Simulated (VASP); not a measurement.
A run of VASP 6.6.1:

INCAR

```
ALGO = Normal
EDIFF = 1E-7
ENCUT = 520
GGA = PE
ISIF = 2
ISMEAR = 0
IVDW = 12
LASPH = T
LCHARG = F
LREAL = F
LWAVE = F
NBANDS = 22
NELM = 80
PREC = Accurate
SIGMA = 0.15
```

The input KPOINTS:

```
k-points
0
Gamma
  12 12 12
```

The input POSCAR:

```
GaSb3
1.0
    0.0000000000      3.6478901005      3.6478901005
    3.6478901005      0.0000000000      3.6478901005
    3.6478901005      3.6478901005      0.0000000000
Ga Sb
1 3
Direct
   -0.0068532766     -0.0068532766      0.0068532766
    0.2500000000      0.2500000000      0.2500000000
    0.7500000000      0.7500000000      0.7500000000
    0.5000000000      0.5000000000      0.5000000000
```

Potentials or basis: VASP PAW PBE potentials, release 64 (Ga_d, Sb).

Command:

```console
$ cat potpaw_PBE.64/Ga_d/POTCAR potpaw_PBE.64/Sb/POTCAR > POTCAR
$ mpirun -np 1 vasp_std > vasp.out
```

Hardware: 1 thread of Intel(R) Xeon(R) Platinum 8488C (Sapphire Rapids), on a shared host.

Problem. Estimate the wall time of this run.

Solution. It took 3.3 min on 1 thread of Intel(R) Xeon(R) Platinum 8488C (Sapphire Rapids), on a shared host, peak memory 0.49 GiB. Counts: scf iterations 13, k points 163.
